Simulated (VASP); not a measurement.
Write the native input for VASP 6.6.1 that does the following.

| Item | Value |
| --- | --- |
| Task | single point |
| Functional | PBEsol |
| Potentials or basis | VASP PAW PBE potentials, release 64 (Sn_d, O) |
| Cutoff | 520 eV |
| k mesh | 6 × 6 × 6 |
| Occupations | gaussian, width 0.05 eV |
| Spin | no spin polarisation |
| Dipole correction | no |
| Further INCAR settings | ALGO = Normal; EDIFF = 1e-06; NBANDS = 64 |

The structure of SnO2 lies in POSCAR:

```
SnO2
1.0
    2.9548380327      1.7059765336      4.5868935727
   -2.9548380327      1.7059765336      4.5868935727
    0.0000000000     -3.4119530671      4.5868935728
Sn O
4 8
Direct
    0.8646807174      0.8646807174      0.8646807174
    0.3648245829      0.3648245829      0.8648190111
    0.3648245829      0.8648190111      0.3648245829
    0.8648190111      0.3648245829      0.3648245829
    0.1235003534      0.6233501671      0.6233501671
    0.6233501671      0.1235003534      0.6233501671
    0.6233501671      0.6233501671      0.1235003534
    0.6062113146      0.6062113146      0.6062113146
    0.1234715296      0.1234715296      0.1234715296
    0.1060883083      0.1060883083      0.6062369573
    0.1060883083      0.6062369573      0.1060883083
    0.6062369573      0.1060883083      0.1060883083
```

This cell differs from its parent crystal: volume 11.561 Å^3 an atom, c/a of the conventional cell 2.3285.

These files were run (other wordings do the same):

INCAR

```
SYSTEM = SnO2
PREC = Accurate
ENCUT = 520
EDIFF = 1E-6
ISMEAR = 0
SIGMA = 0.05
LREAL = .False.
LASPH = .True.
NELM = 60
ALGO = Normal
ISIF = 2
LWAVE = .False.
LCHARG = .False.
GGA = PS
NBANDS = 64
```

KPOINTS

```
Automatic mesh
0
Gamma
  6 6 6
  0 0 0
```

Potentials or basis: VASP PAW PBE potentials, release 64 (Sn_d, O).

Launch:

```bash
$ cat potpaw_PBE.64/Sn_d/POTCAR potpaw_PBE.64/O/POTCAR > POTCAR
$ mpirun -np 1 vasp_std > vasp.out
```

Results of the run:

```
Pressure               : 42.6 GPa
Largest force          : 1.816 eV/Å
Band gap on the k mesh : 3.51 eV
```

Caveat: the PAW data sets were made with another functional, which shifts forces and pressure a little; spin-orbit coupling is left out, which moves the levels of the heavy elements.

Run time: 6.1 min on 1 thread of Intel(R) Xeon(R) Platinum 8259CL CPU @ 2.50GHz (Skylake/Cascade Lake), with other jobs on the host, peak memory 0.43 GiB.
